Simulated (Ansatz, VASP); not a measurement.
**SnSe in VASP and in Ansatz**

```
Sn Se
1.0
    11.42000    0.00000    0.00000
     0.00000    4.19000    0.00000
     0.00000    0.00000    4.46000
Sn Se
4 4
Cartesian
  10.0153 3.1425 4.0541
  7.1147 1.0475 1.8241
  4.3053 3.1425 2.6359
  1.4047 1.0475 0.4059
  7.3431 3.1425 4.3886
  9.7869 1.0475 2.1586
  1.6331 3.1425 2.3014
  4.0769 1.0475 0.0714
```

Alike in both runs: task relaxation of cell and atoms; functional revPBE; dispersion D3(BJ); k mesh 3 × 6 × 6; occupations fermi-dirac, width 0.05 eV; no spin polarisation.

```csv
,VASP,Ansatz
version,VASP 6.6.1,Ansatz 0.2.0
potentials or method,"VASP PAW PBE potentials, release 64 (Sn_d, Se)",Ansatz PAW
plane-wave cutoff (eV),600,420
valence electrons in the cell,80,120
```

```csv
,VASP,Ansatz,Ansatz less VASP
relaxed volume (Å³/atom),25.63,25.64,+0.007
relaxed length of the cell vector where the two differ most in proportion (Å),4.323,4.335,+0.0121
```

VASP's potentials were made for PBE, not for revPBE. VASP's potentials hold 80 valence electrons a cell and Ansatz's 120, so a difference there can come from the potentials and not from the codes.

Noted on Ansatz's run: the plane-wave basis is chosen anew once the cell has moved, so the energies of steps on either side of that aren't comparable.
